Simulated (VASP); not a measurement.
# Mg (Pm-3m) in VASP: further runs

Mg is run at these levels: PBEsol; tasks: single point.

Program: VASP 6.6.1. These are calculated values, not measurements. Logs are shortened: lines on timing, memory, paths and dates and some standing lists are left out, and cuts for length are marked.

## 1. The cell of the first run

Symmetry: Pm-3m, No. 221, cubic system. Conventional cell: a = 2.871 Å, b = 2.871 Å, c = 2.871 Å, α = 90.00°, β = 90.00°, γ = 90.00°. Mg (site symmetry m-3m) has 6 Mg at 2.87 Å within 3.8 Å.

This isn't the form of Mg at room conditions, which is hcp.

## 2. Single point, PBEsol (23.66 Å³/atom)

Input file INCAR:

```
PREC     = Accurate       # precision mode
ENCUT    = 520            # plane-wave cutoff, eV
EDIFF    = 1E-6           # SCF threshold, eV
ISMEAR   = -1             # smearing method
SIGMA    = 0.1            # smearing width, eV
LREAL    = F              # projectors in reciprocal space
LASPH    = T              # aspherical terms in the spheres
NELM     = 100            # most SCF steps
ALGO     = Normal         # electronic algorithm
ISIF     = 2              # what is computed and relaxed
LWAVE    = F              # write WAVECAR
LCHARG   = F              # write CHGCAR
GGA      = PS             # functional
NBANDS   = 7              # bands
```

Input file KPOINTS:

```
regular mesh
0
Gamma
  12 12 12
```

Input file POSCAR:

```
Mg
1.0
    2.8708559058      0.0000000000      0.0000000000
    0.0000000000      2.8708559058      0.0000000000
    0.0000000000      0.0000000000      2.8708559058
Mg
1
Direct
    0.0000000000      0.0000000000      0.0000000000
```

Potentials or basis: VASP PAW PBE potentials, release 64 (Mg).

Command:

```
> cat potpaw_PBE.64/Mg/POTCAR > POTCAR
> mpirun -np 1 vasp_std > vasp.out
```

OUTCAR:

```text
PREC = Accurate
   ENCUT = 520
   EDIFF = 1E-6
   ISMEAR = -1
   LREAL = F
   LASPH = T
   NELM = 100
   ISIF = 2
   GGA = PS

 ion  position               nearest neighbor table
   1  0.000  0.000  0.000-

  LATTYP: Found a simple cubic cell.
 ALAT       =     2.8708559058

  Lattice vectors:

 A1 = (   2.8708559058,   0.0000000000,   0.0000000000)
 A2 = (   0.0000000000,   2.8708559058,   0.0000000000)
 A3 = (   0.0000000000,   0.0000000000,   2.8708559058)

Analysis of symmetry for initial positions (statically):
=====================================================================
 Subroutine PRICEL returns:
 Original cell was already a primitive cell.

 Routine SETGRP: Setting up the symmetry group for a
 simple cubic supercell.

 Subroutine GETGRP returns: Found 48 space group operations
 (whereof 48 operations were pure point group operations)
 out of a pool of 48 trial point group operations.

The static configuration has the point symmetry O_h .

Analysis of symmetry for dynamics (positions and initial velocities):
=====================================================================
 Subroutine PRICEL returns:
 Original cell was already a primitive cell.

 Routine SETGRP: Setting up the symmetry group for a
 simple cubic supercell.

 Subroutine GETGRP returns: Found 48 space group operations
 (whereof 48 operations were pure point group operations)
 out of a pool of 48 trial point group operations.

The dynamic configuration has the point symmetry O_h .

 Subroutine INISYM returns: Found 48 space group operations
 (whereof 48 operations are pure point group operations),
 and found     1 'primitive' translations

----------------------------------------------------------------------------------------

                                     Primitive cell

  volume of cell :      23.6611

  direct lattice vectors                    reciprocal lattice vectors
     2.870855906  0.000000000  0.000000000     0.348328176  0.000000000  0.000000000
     0.000000000  2.870855906  0.000000000     0.000000000  0.348328176  0.000000000
     0.000000000  0.000000000  2.870855906     0.000000000  0.000000000  0.348328176

  length of vectors
     2.870855906  2.870855906  2.870855906     0.348328176  0.348328176  0.348328176

  position of ions in fractional coordinates (direct lattice)
     0.000000000  0.000000000  0.000000000

  ion indices of the primitive-cell ions
   primitive index   ion index
                 1           1

----------------------------------------------------------------------------------------

 KPOINTS: regular mesh

Automatic generation of k-mesh.
 Grid dimensions read from file:
 generate k-points for:   12   12   12

 Generating k-lattice:

  Cartesian coordinates                     Fractional coordinates (reciprocal lattice)
     0.029027348  0.000000000  0.000000000     0.083333333  0.000000000  0.000000000
     0.000000000  0.029027348  0.000000000     0.000000000  0.083333333  0.000000000
     0.000000000  0.000000000  0.029027348     0.000000000  0.000000000  0.083333333

  Length of vectors
     0.029027348  0.029027348  0.029027348

  Shift w.r.t. Gamma in fractional coordinates (k-lattice)
     0.000000000  0.000000000  0.000000000

 Subroutine IBZKPT returns following result:
 ===========================================

 Found     84 irreducible k-points:

 Following reciprocal coordinates:
            Coordinates               Weight
  0.000000  0.000000  0.000000      1.000000
  0.083333  0.000000  0.000000      6.000000
  0.166667  0.000000  0.000000      6.000000
  0.250000  0.000000  0.000000      6.000000
  0.333333  0.000000  0.000000      6.000000
  0.416667  0.000000  0.000000      6.000000
[... 16 lines left out ...]
  0.333333  0.333333  0.000000     12.000000
  0.416667  0.333333  0.000000     24.000000
 [... further k-points ...]
   k-points           NKPTS =     84   k-points in BZ     NKDIM =     84   number of bands    NBANDS=      7
   number of dos      NEDOS =    301   number of ions     NIONS =      1
   total plane-waves  NPLWV =  13824
   dimension x,y,z NGX =    24 NGY =   24 NGZ =   24
   dimension x,y,z NGXF=    48 NGYF=   48 NGZF=   48
   ions per type =               1
   NGX,Y,Z   is equivalent  to a cutoff of  13.90, 13.90, 13.90 a.u.
   NGXF,Y,Z  is equivalent  to a cutoff of  27.80, 27.80, 27.80 a.u.
 SYSTEM =  unknown system
   PREC   = accura    normal or accurate (medium, high low for compatibility)
   ISTART =      0    job   : 0-new  1-cont  2-samecut
   ICHARG =      2    charge: 1-file 2-atom 10-const
   ISPIN  =      1    spin polarized calculation?
   LNONCOLLINEAR =      F non collinear calculations
   LSORBIT =      F    spin-orbit coupling
   LASPH  =      T    aspherical Exc in radial PAW
   ENCUT  =  520.0 eV  38.22 Ry    6.18 a.u.   5.34  5.34  5.34*2*pi/ulx,y,z
   NELM   =    100;   NELMIN=  2; NELMDL= -5     # of ELM steps
   EDIFF  = 0.1E-05   stopping-criterion for ELM
   LREAL  =      F    real-space projection
[... 7 lines left out ...]
   TEBEG  =    0.0;   TEEND  =   0.0 temperature during run
   PSTRESS=    0.0 pullay stress
   NELECT =       2.0000    total number of electrons
   NUPDOWN=      -1.0000    fix difference up-down
   EMIN   =  10.00;   EMAX   =-10.00  energy-range for DOS
   EFERMI =   0.00;   METHOD = LEGACY
   ISMEAR =    -1;   SIGMA  =   0.10  broadening in eV -4-tet -1-fermi 0-gaus
   EFERMI_NEDOS =   21; number of points for ismear=-14 and -15
   IALGO  =     38    algorithm
   IMIX   =      4    mixing-type and parameters
     AMIX     =   0.40;   BMIX     =  1.00
     AMIX_MAG =   1.60;   BMIX_MAG =  1.00
  volume/ion in A,a.u.               =      23.66       159.67
  Fermi-wavevector in a.u.,A,eV,Ry     =   0.718467  1.357706  7.023255  0.516195
  Thomas-Fermi vector in A             =   1.807412
   LORBIT       =      0    0 simple, 1 ext, 2 COOP (PROOUT), +10 PAW based schemes
   GGA     = PS    functional components
   LHFCALC =     F    Hartree Fock is set to
   AEXX    =    0.0000 exact exchange contribution
   IVDW    =     0    specifies the selected vdW correction
   LEPSILON=     F    determine dielectric tensor
   LRPA    =     F    only Hartree local field effects (RPA)
 non-spin polarized calculation
  energy-cutoff  :      520.00
  volume of cell :       23.66
 maximum number of plane-waves:       655
 NGX is ok and might be reduce to    24
   NGX = 11   NGY = 11   NGZ = 11

 number of electron       2.0000000 magnetization

 Free energy of the ion-electron system (eV)
  ---------------------------------------------------
  ext. energy  EPLUGINS =         0.00000000
  ---------------------------------------------------
  free energy    TOTEN  =        -1.29673263 eV

  energy without entropy =       -1.28167015  energy(sigma->0) =       -1.28920139

 E-fermi :   2.3331     XC(G=0):  -8.4187

 val. band max:        2.2227720950   @ k =   0.5000   0.2500   0.2500
 cond. band min:       2.4489500816   @ k =   0.5000   0.3333   0.1667
 fundamental gap:      0.2261779865
 Fermi energy:         2.3331150102

 k-point     1 :       0.0000    0.0000    0.0000
  band No.  band energies     occupation
      1      -4.3961      2.00000
      2      11.0257      0.00000
      3      11.0257      0.00000
      4      12.9657      0.00000
      5      12.9657      0.00000
      6      12.9657      0.00000
      7      18.0124      0.00000

 k-point     2 :       0.0833    0.0000    0.0000
  band No.  band energies     occupation
      1      -4.2692      2.00000
      2       9.5757      0.00000
      3      11.1375      0.00000
      4      13.0680      0.00000
      5      13.0680      0.00000
      6      14.0939      0.00000
      7      18.6228      0.00000

 k-point     3 :       0.1667    0.0000    0.0000
  band No.  band energies     occupation
      1      -3.8896      2.00000
      2       7.4411      0.00000
      3      11.4680      0.00000
      4      13.3751      0.00000
      5      13.3751      0.00000
      6      15.3144      0.00000
      7      20.3714      0.00000

 k-point     4 :       0.2500    0.0000    0.0000
  band No.  band energies     occupation
      1      -3.2603      2.00000
      2       5.3461      0.00000
      3      11.9992      0.00000
      4      13.8879      0.00000
      5      13.8879      0.00000
      6      16.2769      0.00000
      7      21.3766      0.00000

 k-point     5 :       0.3333    0.0000    0.0000
  band No.  band energies     occupation
      1      -2.3865      2.00000
      2       3.3959      0.00005
      3      12.6816      0.00000
      4      14.6068      0.00000
      5      14.6068      0.00000
      6      17.1939      0.00000
      7      19.6192      0.00000

 k-point     6 :       0.4167    0.0000    0.0000
  band No.  band energies     occupation
      1      -1.2751      2.00000
      2       1.6305      1.99823
      3      13.3741      0.00000
      4      15.5294      0.00000
      5      15.5294      0.00000
      6      18.0337      0.00000
      7      18.0647      0.00000

 k-point     7 :       0.5000    0.0000    0.0000
  band No.  band energies     occupation
      1       0.0031      2.00000
      2       0.1331      2.00000
      3      13.7130      0.00000
      4      16.4745      0.00000
      5      16.4745      0.00000
      6      16.9077      0.00000
      7      16.9077      0.00000
[... 121 lines left out ...]
 k-point    20 :       0.3333    0.2500    0.0000
  band No.  band energies     occupation
      1      -1.2717      2.00000
      2       4.3834      0.00000
      3       7.4280      0.00000
      4      12.5905      0.00000
      5      15.5229      0.00000
      6      17.0057      0.00000
      7      20.2371      0.00000

 k-point    21 :       0.4167    0.2500    0.0000
  band No.  band energies     occupation
      1      -0.1722      2.00000
      2       2.6865      0.05673
      3       8.3908      0.00000
      4      11.0561      0.00000
      5      16.4371      0.00000
      6      17.9240      0.00000
      7      18.8425      0.00000

 k-point    22 :       0.5000    0.2500    0.0000
  band No.  band energies     occupation
      1       1.1271      1.99999
      2       1.1785      1.99998
      3       9.4564      0.00000
      4       9.7922      0.00000
      5      17.4589      0.00000
      6      17.6439      0.00000
      7      18.9140      0.00000

 k-point    23 :       0.3333    0.3333    0.0000
  band No.  band energies     occupation
      1      -0.4146      2.00000
      2       4.7296      0.00000
      3       5.9669      0.00000
      4      10.8380      0.00000
      5      16.2275      0.00000
      6      17.7414      0.00000
      7      20.1909      0.00000

 k-point    24 :       0.4167    0.3333    0.0000
  band No.  band energies     occupation
      1       0.6743      2.00000
      2       3.4673      0.00002
      3       6.5260      0.00000
      4       9.1931      0.00000
      5      17.1197      0.00000
      6      18.7844      0.00000
      7      19.3165      0.00000

 [... further k-points ...]

------------------------ aborting loop because EDIFF is reached ----------------------------------------

  FORCE on cell =-STRESS in cart. coord.  units (eV):
  Direction    XX          YY          ZZ          XY          YZ          ZX
  --------------------------------------------------------------------------------------
  -------------------------------------------------------------------------------------
  Total        0.5913248      0.5913248      0.5913248     -0.0000000      0.0000000      0.0000000
  in kB       40.0407797     40.0407797     40.0407797     -0.0000000      0.0000000      0.0000000
  external PRESSURE =      40.0407797 kB  Pullay stress =       0.0000000 kB

 VOLUME and BASIS-vectors are now :
 -----------------------------------------------------------------------------
  energy-cutoff  :      520.00
  volume of cell :       23.66
      direct lattice vectors                 reciprocal lattice vectors
     2.870855906  0.000000000  0.000000000     0.348328176  0.000000000  0.000000000
     0.000000000  2.870855906  0.000000000     0.000000000  0.348328176  0.000000000
     0.000000000  0.000000000  2.870855906     0.000000000  0.000000000  0.348328176

 POSITION                                       TOTAL-FORCE (eV/Angst)
 -----------------------------------------------------------------------------------
      0.00000      0.00000      0.00000         0.000000      0.000000      0.000000
 -----------------------------------------------------------------------------------
    total drift:                               -0.000000      0.000000      0.000000

  FREE ENERGIE OF THE ION-ELECTRON SYSTEM (eV)
  ---------------------------------------------------
  free  energy   TOTEN  =        -1.2967326319 eV

  energy  without entropy=       -1.2816701455  energy(sigma->0) =       -1.28920139
```

It took 14 s on 1 thread of Intel Xeon 8259CL, shared host; peak memory 0.14 GiB.

Results:

- Free energy: -1.2967 eV
- Pressure: 4.0 GPa
- Band gap on the k mesh: zero (bands 1 and 2 overlap by 7.42 eV)

Levels at points of the mesh, in eV from the Fermi level:
| k point | band 1 | band 2 | band 3 | band 4 |
| --- | --- | --- | --- | --- |
| (0.00, 0.00, 0.00) | -6.73 | 8.69 | 8.69 | 10.63 |
| (0.50, 0.00, 0.00) | -2.33 | -2.20 | 11.38 | 14.14 |
| (0.50, 0.50, 0.00) | 1.51 | 1.51 | 2.63 | 2.72 |
| (0.50, 0.50, 0.50) | 5.22 | 5.22 | 5.22 | 5.99 |

Caveat: the cell stands under pressure; the PAW data sets were made with another functional, which shifts forces and pressure a little.

## 3. Single point, PBEsol (24.74 Å³/atom)

This run uses another cell than the first one, of 24.74 Å³/atom.

Input file INCAR:

```
SYSTEM = Mg
ALGO     = Normal         ! electronic algorithm
EDIFF    = 1E-6           ! SCF threshold, eV
ENCUT    = 520            ! plane-wave cutoff, eV
GGA      = PS             ! functional
ISIF     = 2              ! what is computed and relaxed
ISMEAR   = -1             ! smearing method
LASPH    = .TRUE.         ! aspherical terms in the spheres
LCHARG   = .TRUE.         ! write CHGCAR
LELF     = .TRUE.         ! ELF
LREAL    = .FALSE.        ! projectors in reciprocal space
LVHAR    = .TRUE.       
LWAVE    = .FALSE.        ! write WAVECAR
NBANDS   = 7              ! bands
NELM     = 60             ! most SCF steps
PREC     = Accurate       ! precision mode
SIGMA    = 0.1            ! smearing width, eV
```

Input file KPOINTS:

```
k-points
0
G
  12 12 12
  0 0 0
```

Input file POSCAR:

```
Mg
1.0
    2.9137108195      0.0000000000      0.0000000000
    0.0000000000      2.9137108195      0.0000000000
    0.0000000000      0.0000000000      2.9137108195
Mg
1
Direct
    0.0000000000      0.0000000000      0.0000000000
```

Potentials or basis: VASP PAW PBE potentials, release 64 (Mg).

Command:

```
> cat potpaw_PBE.64/Mg/POTCAR > POTCAR
> mpirun -np 1 vasp_std > vasp.out
```

Run time: 15 s. Hardware: 1 thread of Intel Xeon 8259CL, shared host; peak memory 0.14 GiB.

Results (log left out):

```yaml
Free_energy: -1.3181 eV
Pressure: 2.4 GPa
Band_gap_on_the_k_mesh: zero (bands 1 and 2 overlap by 7.12 eV)
```

Levels at points of the mesh, in eV from the Fermi level:
| k point | band 1 | band 2 | band 3 | band 4 |
| --- | --- | --- | --- | --- |
| (0.00, 0.00, 0.00) | -6.54 | 8.54 | 8.54 | 10.30 |
| (0.50, 0.00, 0.00) | -2.31 | -2.10 | 11.14 | 13.83 |
| (0.50, 0.50, 0.00) | 1.47 | 1.47 | 2.53 | 2.67 |
| (0.50, 0.50, 0.50) | 5.02 | 5.02 | 5.02 | 5.92 |

Caveat: the PAW data sets were made with another functional, which shifts forces and pressure a little.
